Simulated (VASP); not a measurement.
Cr: single point with PBEsol

The system is Cr.

```
CELL_PARAMETERS angstrom
2.92877 0.00000 0.00000
0.00000 2.92877 0.00000
0.00000 0.00000 2.92877
ATOMIC_POSITIONS crystal
Cr 0.00000 0.00000 0.00000
Cr 0.50000 0.50000 0.50000
```

```json
{
 "Program": "VASP 6.6.1",
 "Task": "single point",
 "Functional": "PBEsol",
 "Potentials or basis": "VASP PAW PBE potentials, release 64 (Cr_pv)",
 "Cutoff": "520 eV",
 "k mesh": "10 × 10 × 10",
 "Occupations": "fermi-dirac, width 0.1 eV",
 "Spin": "collinear spin, antiferromagnetic start",
 "Starting moments": "[3.9, -3.9] μB",
 "Dipole correction": "no",
 "Further INCAR settings": "ALGO = Normal; EDIFF = 1e-07; NBANDS = 23"
}
```

```
Pressure                                              : -18.9 GPa
Band gap on the k mesh                                : zero (filled and empty bands overlap)
Net moment                                            : 0.00 μB per cell
Site moments                                          : Cr +1.41, -1.41 μB
Valence electrons inside the program's atomic spheres : Cr 10.89
```

Levels at points of the mesh, in eV from the Fermi level:
Spin up:
| k point | band 10 | band 11 | band 12 | band 13 | band 14 | band 15 |
| --- | --- | --- | --- | --- | --- | --- |
| (0.00, 0.00, 0.00) | -0.81 | -0.81 | -0.81 | 1.21 | 1.21 | 2.53 |
| (0.50, 0.00, 0.00) | -0.98 | -0.83 | -0.83 | 0.09 | 0.41 | 0.41 |
| (0.50, 0.50, 0.00) | -2.14 | 0.86 | 0.95 | 0.95 | 0.99 | 1.37 |
| (0.50, 0.50, 0.50) | -1.61 | -1.61 | -1.61 | 0.91 | 0.91 | 2.12 |
Spin down:
| k point | band 10 | band 11 | band 12 | band 13 | band 14 | band 15 |
| --- | --- | --- | --- | --- | --- | --- |
| (0.00, 0.00, 0.00) | -0.81 | -0.81 | -0.81 | 1.21 | 1.21 | 2.53 |
| (0.50, 0.00, 0.00) | -0.98 | -0.83 | -0.83 | 0.09 | 0.41 | 0.41 |
| (0.50, 0.50, 0.00) | -2.14 | 0.86 | 0.95 | 0.95 | 0.99 | 1.37 |
| (0.50, 0.50, 0.50) | -1.61 | -1.61 | -1.61 | 0.91 | 0.91 | 2.12 |

It took 63 s on 1 thread of Intel Xeon 8259CL (shared host), peak memory 0.18 GiB.

Caveat: the cell stands under tension; an empty level that is flat over the whole mesh can mark a ghost state of the potentials, or a narrow d or f band; the PAW data sets were made with another functional, which shifts forces and pressure a little.
